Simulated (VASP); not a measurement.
# Ag in VASP: a series of runs

Runs on Ag. Level: PBE. Tasks: single point.

Program: VASP 6.6.1. These are calculated values, not measurements. Logs are shortened: lines on timing, memory, paths and dates and some standing lists are left out, and cuts for length are marked.

## Step 1: The cell of the first run

The cell holds a slab with vacuum, 7 atoms: a = 2.936 Å, b = 2.936 Å, c = 24.367 Å, α = 90.00°, β = 90.00°, γ = 120.00°.

## Step 2: Single point, PBE

The input, INCAR:

```
SYSTEM = Ag
ALGO     = Normal         ! electronic algorithm
DIPOL    = 0.5 0.5 0.500
EDIFF    = 1E-6           ! SCF threshold, eV
ENCUT    = 520            ! plane-wave cutoff, eV
GGA      = PE             ! functional
IDIPOL   = 3            
ISIF     = 2              ! what is computed and relaxed
ISMEAR   = 0              ! smearing method
LASPH    = .True.         ! aspherical terms in the spheres
LCHARG   = .False.        ! write CHGCAR
LDIPOL   = .True.       
LREAL    = .False.        ! projectors in reciprocal space
LWAVE    = .False.        ! write WAVECAR
NBANDS   = 48             ! bands
NELM     = 80             ! most SCF steps
PREC     = Accurate       ! precision mode
SIGMA    = 0.1            ! smearing width, eV
```

The input, KPOINTS:

```
k-points
0
Gamma
  12 12 1
  0 0 0
```

The input, POSCAR:

```
Ag
1.0
    2.9355691563      0.0000000000      0.0000000000
   -1.4677845781      2.5422774639      0.0000000000
    0.0000000000      0.0000000000     24.3666405453
Ag
7
Direct
    0.0000000000      0.0000000000      0.2051985784
    0.6666666667      0.3333333333      0.3034034475
    0.3333333333      0.6666666667      0.4016083166
    0.6666666667      0.3333333333      0.5000000000
    0.3333333333      0.6666666667      0.5982048691
    0.0000000000      0.0000000000      0.6964097382
    0.3333333333      0.6666666667      0.7948014216
```

Potentials or basis: VASP PAW PBE potentials, release 64 (Ag).

On the command line:

```bash
$ cat potpaw_PBE.64/Ag/POTCAR > POTCAR
$ mpirun -np 1 vasp_std > vasp.out
```

OUTCAR:

```text
SYSTEM = Ag
   EDIFF = 1E-6
   ENCUT = 520
   GGA = PE
   ISIF = 2
   ISMEAR = 0
   LASPH = .True.
   LREAL = .False.
   NELM = 80
   PREC = Accurate

 ion  position               nearest neighbor table
   1  0.000  0.000  0.205-   2 2.93   2 2.93   2 2.93
   2  0.667  0.333  0.303-   1 2.93   3 2.93   3 2.93   1 2.93   1 2.93   3 2.93
   3  0.333  0.667  0.402-   2 2.93   2 2.93   2 2.93   4 2.94   4 2.94   4 2.94
   4  0.667  0.333  0.500-   5 2.93   5 2.93   5 2.93   3 2.94   3 2.94   3 2.94
   5  0.333  0.667  0.598-   6 2.93   4 2.93   4 2.93   6 2.93   6 2.93   4 2.93
   6  0.000  0.000  0.696-   5 2.93   5 2.93   5 2.93   7 2.94   7 2.94   7 2.94
   7  0.333  0.667  0.795-   6 2.94   6 2.94   6 2.94

  LATTYP: Found a hexagonal cell.
 ALAT       =     2.9355691563
 C/A-ratio  =     8.3004825463

  Lattice vectors:

 A1 = (   2.9355691563,   0.0000000000,   0.0000000000)
 A2 = (  -1.4677845781,   2.5422774639,   0.0000000000)
 A3 = (   0.0000000000,   0.0000000000,  24.3666405453)

Analysis of symmetry for initial positions (statically):
=====================================================================
 Subroutine PRICEL returns:
 Original cell was already a primitive cell.

 Routine SETGRP: Setting up the symmetry group for a
 hexagonal supercell.

 Subroutine GETGRP returns: Found  6 space group operations
 (whereof  6 operations were pure point group operations)
 out of a pool of 24 trial point group operations.

The static configuration has the point symmetry C_3v.

Analysis of symmetry for dynamics (positions and initial velocities):
=====================================================================
 Subroutine PRICEL returns:
 Original cell was already a primitive cell.

 Routine SETGRP: Setting up the symmetry group for a
 hexagonal supercell.

 Subroutine GETGRP returns: Found  6 space group operations
 (whereof  6 operations were pure point group operations)
 out of a pool of 24 trial point group operations.

The dynamic configuration has the point symmetry C_3v.

 Subroutine INISYM returns: Found  6 space group operations
 (whereof  6 operations are pure point group operations),
 and found     1 'primitive' translations

----------------------------------------------------------------------------------------

                                     Primitive cell

  volume of cell :     181.8490
[... 103 lines left out ...]
   PSTRESS=    0.0 pullay stress
   NELECT =      77.0000    total number of electrons
   NUPDOWN=      -1.0000    fix difference up-down
   EMIN   =  10.00;   EMAX   =-10.00  energy-range for DOS
   EFERMI =   0.00;   METHOD = LEGACY
   ISMEAR =     0;   SIGMA  =   0.10  broadening in eV -4-tet -1-fermi 0-gaus
   EFERMI_NEDOS =   21; number of points for ismear=-14 and -15
   IALGO  =     38    algorithm
   IMIX   =      4    mixing-type and parameters
     AMIX     =   0.40;   BMIX     =  1.00
     AMIX_MAG =   1.60;   BMIX_MAG =  1.00
  volume/ion in A,a.u.               =      25.98       175.31
  Fermi-wavevector in a.u.,A,eV,Ry     =   1.229329  2.323095 20.561799  1.511250
  Thomas-Fermi vector in A             =   2.364220
   LORBIT       =      0    0 simple, 1 ext, 2 COOP (PROOUT), +10 PAW based schemes
   GGA     = PE    functional components
   LHFCALC =     F    Hartree Fock is set to
   AEXX    =    0.0000 exact exchange contribution
   IVDW    =     0    specifies the selected vdW correction
   LEPSILON=     F    determine dielectric tensor
   LRPA    =     F    only Hartree local field effects (RPA)
 non-spin polarized calculation
 Gauss-broadening in eV      SIGMA  =   0.10
  energy-cutoff  :      520.00
  volume of cell :      181.85
 maximum number of plane-waves:      5023
 NGX is ok and might be reduce to    24
   NGX = 11   NGY = 11   NGZ = 91

 dipolmoment           0.000000      0.000000     -0.000033 electrons x Angstroem

 number of electron      77.0000022 magnetization

 dipolmoment           0.000000      0.000000      0.000120 electrons x Angstroem

 Free energy of the ion-electron system (eV)
  ---------------------------------------------------
  ext. energy  EPLUGINS =         0.00000000
  ---------------------------------------------------
  free energy    TOTEN  =       -18.31955260 eV

  energy without entropy =      -18.30929385  energy(sigma->0) =      -18.31442322

 E-fermi :   3.9632     XC(G=0):  -8.8441

 val. band max:        3.9584943219   @ k =   0.0833   0.0000   0.0000
 cond. band min:       4.0188397177   @ k =   0.4167   0.0833   0.0000
 fundamental gap:      0.0603453958
 Fermi energy:         3.9632388586

 k-point     1 :       0.0000    0.0000    0.0000
  band No.  band energies     occupation
      1      -3.2738      2.00000
      2      -2.9086      2.00000
      3      -2.3906      2.00000
      4      -2.0533      2.00000
      5      -2.0185      2.00000
      6      -1.8902      2.00000
[... 958 lines left out ...]
     47       9.4417      0.00000
     48       9.8034      0.00000

------------------------ aborting loop because EDIFF is reached ----------------------------------------

 vacuum level on the upper side and lower side of the slab       (xc-potential included)        -0.609        -0.594

  FORCE on cell =-STRESS in cart. coord.  units (eV):
  Direction    XX          YY          ZZ          XY          YZ          ZX
  --------------------------------------------------------------------------------------
  -------------------------------------------------------------------------------------
  Total       -0.8705198     -0.8705198     -0.2868323     -0.0000000      0.0000000     -0.0000000
  in kB       -7.6696989     -7.6696989     -2.5271307     -0.0000000      0.0000000     -0.0000000
  external PRESSURE =      -5.9555095 kB  Pullay stress =       0.0000000 kB

 VOLUME and BASIS-vectors are now :
 -----------------------------------------------------------------------------
  energy-cutoff  :      520.00
  volume of cell :      181.85
      direct lattice vectors                 reciprocal lattice vectors
     2.935569156  0.000000000  0.000000000     0.340649444  0.196674048  0.000000000
    -1.467784578  2.542277464  0.000000000     0.000000000  0.393348096  0.000000000
     0.000000000  0.000000000 24.366640545     0.000000000  0.000000000  0.041039716

 POSITION                                       TOTAL-FORCE (eV/Angst)
 -----------------------------------------------------------------------------------
      0.00000      0.00000      5.00000         0.000000      0.000000      0.008188
      1.46778      0.84743      7.39292         0.000000     -0.000000      0.035502
     -0.00000      1.69485      9.78585        -0.000000      0.000000     -0.041138
      1.46778      0.84743     12.18332         0.000000      0.000000     -0.000349
     -0.00000      1.69485     14.57624        -0.000000     -0.000000      0.043017
      0.00000      0.00000     16.96917        -0.000000      0.000000     -0.036183
     -0.00000      1.69485     19.36664        -0.000000      0.000000     -0.009037
 -----------------------------------------------------------------------------------
    total drift:                                0.000000     -0.000000      0.000295

  FREE ENERGIE OF THE ION-ELECTRON SYSTEM (eV)
  ---------------------------------------------------
  free  energy   TOTEN  =       -18.3195525962 eV

  energy  without entropy=      -18.3092938451  energy(sigma->0) =      -18.31442322

 vacuum level on the upper side and lower side of the slab         7.839         7.852
```

OSZICAR:

```text
N       E                     dE             d eps       ncg     rms          rms(c)
DAV:   1     0.513112257734E+03    0.51311E+03   -0.38609E+04  1832   0.150E+03
DAV:   2    -0.698157212931E+01   -0.52009E+03   -0.49424E+03  1912   0.338E+02
[... 18 lines left out ...]
DAV:  21    -0.183195728963E+02   -0.60431E-05   -0.57732E-04  1984   0.278E-01    0.760E-02
DAV:  22    -0.183195448454E+02    0.28051E-04   -0.10773E-04  1928   0.960E-02    0.467E-02
DAV:  23    -0.183195439301E+02    0.91526E-06   -0.14149E-05  1960   0.378E-02    0.299E-02
DAV:  24    -0.183195418037E+02    0.21264E-05   -0.88232E-05  1968   0.101E-01    0.142E-02
DAV:  25    -0.183195465644E+02   -0.47607E-05   -0.74801E-06  1984   0.173E-02    0.832E-03
DAV:  26    -0.183195516122E+02   -0.50478E-05   -0.16080E-06  1296   0.139E-02    0.609E-03
DAV:  27    -0.183195525962E+02   -0.98397E-06   -0.79861E-07  1264   0.840E-03
   1 F= -.18319553E+02 E0= -.18314423E+02  d E =-.102588E-01
```

Wall time 9.5 min (1 thread of Intel Xeon 8259CL, shared host); peak memory 0.38 GiB.

What came out:

- Free energy: -18.3196 eV
- Largest force: 0.043 eV/Å
- Band gap on the k mesh: zero (an odd number of electrons rules out a gap without spin polarisation)

Forces on the atoms (eV/Å):
```
Ag   0.000  0.000  0.008
Ag   0.000  0.000  0.036
Ag   0.000  0.000 -0.041
Ag   0.000  0.000  0.000
Ag   0.000  0.000  0.043
Ag   0.000  0.000 -0.036
Ag   0.000  0.000 -0.009
```

## Step 3: Single point, PBE

This run uses another cell than the first one.

The input, INCAR:

```
SYSTEM = Ag
PREC = Accurate
ENCUT = 520
EDIFF = 1E-6
ISMEAR = 0
SIGMA = 0.1
LREAL = .False.
LASPH = .True.
NELM = 60
ALGO = Normal
ISIF = 2
LWAVE = .False.
LCHARG = .False.
LDIPOL = .True.
IDIPOL = 3
DIPOL = 0.5 0.5 0.500
GGA = PE
NBANDS = 48
```

The input, KPOINTS:

```
regular mesh
0
Gamma
  12 12 1
  0 0 0
```

The input, POSCAR:

```
Ag
1.0
    2.9355691563      0.0000000000      0.0000000000
   -1.4677845781      2.5422774639      0.0000000000
    0.0000000000      0.0000000000     29.3666405453
Ag
7
Direct
    0.0000000000      0.0000000000      0.2553918276
    0.6666666667      0.3333333333      0.3368762161
    0.3333333333      0.6666666667      0.4183606045
    0.6666666667      0.3333333333      0.5000000000
    0.3333333333      0.6666666667      0.5814843884
    0.0000000000      0.0000000000      0.6629687769
    0.3333333333      0.6666666667      0.7446081724
```

Potentials or basis: VASP PAW PBE potentials, release 64 (Ag).

On the command line:

```bash
$ cat potpaw_PBE.64/Ag/POTCAR > POTCAR
$ mpirun -np 1 vasp_std > vasp.out
```

Wall time 12 min (1 thread of Intel Xeon 8259CL, shared host); peak memory 0.43 GiB.

The run converged. Its results:

* Free energy: -18.3215 eV
* Largest force: 0.043 eV/Å
* Band gap on the k mesh: zero (an odd number of electrons rules out a gap without spin polarisation)

Forces in eV/Å, atoms in the order of the input:
```
Ag   0.000  0.000  0.009
Ag   0.000  0.000  0.036
Ag   0.000  0.000 -0.041
Ag   0.000  0.000  0.000
Ag   0.000  0.000  0.043
Ag   0.000  0.000 -0.037
Ag   0.000  0.000 -0.010
```

Levels at points of the mesh, in eV from the Fermi level:
| k point | band 36 | band 37 | band 38 | band 39 | band 40 | band 41 | band 42 | band 43 |
| --- | --- | --- | --- | --- | --- | --- | --- | --- |
| (0.00, 0.00, 0.00) | -3.16 | -3.04 | -3.04 | -2.98 | -2.98 | -1.83 | -0.31 | 0.21 |
| (0.50, 0.00, 0.00) | 0.13 | 0.33 | 0.74 | 1.08 | 1.36 | 1.53 | 1.58 | 3.98 |

## Step 4: Single point, PBE

This run uses another cell than the first one.

The input, INCAR:

```
SYSTEM = Ag
ALGO = Normal
DIPOL = 0.5 0.5 0.500
EDIFF = 1E-6
ENCUT = 520
GGA = PE
IDIPOL = 3
ISIF = 2
ISMEAR = 0
LASPH = .TRUE.
LCHARG = .FALSE.
LDIPOL = .TRUE.
LREAL = .FALSE.
LWAVE = .FALSE.
NBANDS = 48
NELM = 80
PREC = Accurate
SIGMA = 0.1
```

The input, KPOINTS:

```
k-points
0
G
  12 12 1
  0 0 0
```

The input, POSCAR:

```
Ag
1.0
    2.9355691563      0.0000000000      0.0000000000
   -1.4677845781      2.5422774639      0.0000000000
    0.0000000000      0.0000000000     29.3666405453
Ag
7
Direct
    0.0000000000      0.0000000000      0.2559902281
    0.6666666667      0.3333333333      0.3373980158
    0.3333333333      0.6666666667      0.4183465365
    0.6666666667      0.3333333333      0.5000089135
    0.3333333333      0.6666666667      0.5815127164
    0.0000000000      0.0000000000      0.6624395605
    0.3333333333      0.6666666667      0.7439940152
```

On the command line:

```bash
$ cat potpaw_PBE.64/Ag/POTCAR > POTCAR
$ mpirun -np 1 vasp_std > vasp.out
```

It took 14 min on 1 thread of Intel Xeon 8259CL, shared host; peak memory 0.43 GiB.

The run converged. Its results:

```
Free energy            : -18.3223 eV
Largest force          : 0.004 eV/Å
Band gap on the k mesh : zero (an odd number of electrons rules out a gap without spin polarisation)
```

Forces in eV/Å, atoms in the order of the input:
```
Ag   0.000  0.000  0.004
Ag   0.000  0.000 -0.001
Ag   0.000  0.000  0.000
Ag   0.000  0.000  0.000
Ag   0.000  0.000  0.000
Ag   0.000  0.000  0.001
Ag   0.000  0.000 -0.003
```

Levels at points of the mesh, in eV from the Fermi level:
```csv
k point,band 36,band 37,band 38,band 39,band 40,band 41,band 42,band 43
"(0.00, 0.00, 0.00)",-3.16,-3.04,-3.04,-2.98,-2.98,-1.83,-0.30,0.22
"(0.50, 0.00, 0.00)",0.12,0.32,0.73,1.08,1.36,1.53,1.57,3.99
```

## Step 5: Summary

```tsv
cell	gap on the mesh (eV)	largest force (eV/Å)
a = 2.936, b = 2.936, c = 24.367 Å, angles 90.0, 90.0, 120.0°, 7 atoms, atomic positions A	none	0.04
a = 2.936, b = 2.936, c = 29.367 Å, angles 90.0, 90.0, 120.0°, 7 atoms, atomic positions A	none	0.04
a = 2.936, b = 2.936, c = 29.367 Å, angles 90.0, 90.0, 120.0°, 7 atoms, atomic positions B	none	-
```

Alike in all rows: task single point; level PBE; potentials or basis VASP PAW PBE potentials, release 64 (Ag); no spin polarisation; k mesh 12 × 12 × 1; cutoff (eV) 520; smearing gaussian 0.1 eV.

Absolute energies hang on the potentials; compare differences alone.
